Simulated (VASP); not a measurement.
Write the native input for VASP 6.6.1 that does the following.

* Task: single point
* Functional: LDA
* Potentials or basis: VASP PAW LDA potentials, release 64 (Cs_sv, As)
* Cutoff: 520 eV
* k mesh: 6 × 6 × 6
* Occupations: fermi-dirac, width 0.05 eV
* Spin: no spin polarisation
* Dipole correction: no
* Further INCAR settings: ALGO = Normal; EDIFF = 1e-07; NBANDS = 14

The structure of CsAs lies in POSCAR:

```
CsAs
1.0
    3.7407152952      0.0000000000      0.0000000000
    0.0000000000      3.7407152952      0.0000000000
    0.0000000000      0.0000000000      3.7407152952
Cs As
1 1
Direct
    0.0000000000      0.0000000000      0.0000000000
    0.5000000000      0.5000000000      0.5000000000
```

These files were run (other wordings do the same):

INCAR

```
SYSTEM = CsAs
PREC = Accurate ; ENCUT = 520
EDIFF = 1E-7 ; ISMEAR = -1
SIGMA = 0.05 ; LREAL = .FALSE.
LASPH = .TRUE. ; NELM = 60
ALGO = Normal ; ISIF = 2
LWAVE = .FALSE. ; LCHARG = .TRUE.
LELF = .TRUE. ; LVHAR = .TRUE.
NBANDS = 14
```

KPOINTS

```
regular mesh
0
G
  6 6 6
  0 0 0
```

Potentials or basis: VASP PAW LDA potentials, release 64 (Cs_sv, As).

Launch:

```console
$ cat potpaw_LDA.64/Cs_sv/POTCAR potpaw_LDA.64/As/POTCAR > POTCAR
$ mpirun -np 1 vasp_std > vasp.out
```

It gave:

The pressure is 10.5 GPa and the band gap on the k mesh is zero (band 7 reaches 5.56 eV, above the bottom of band 8 at 1.28 eV).

Caveat: spin-orbit coupling is left out, which moves the levels of the heavy elements.

It took 8.8 s on 1 thread of Intel Xeon 6975P-C (shared host), peak memory 0.15 GiB.
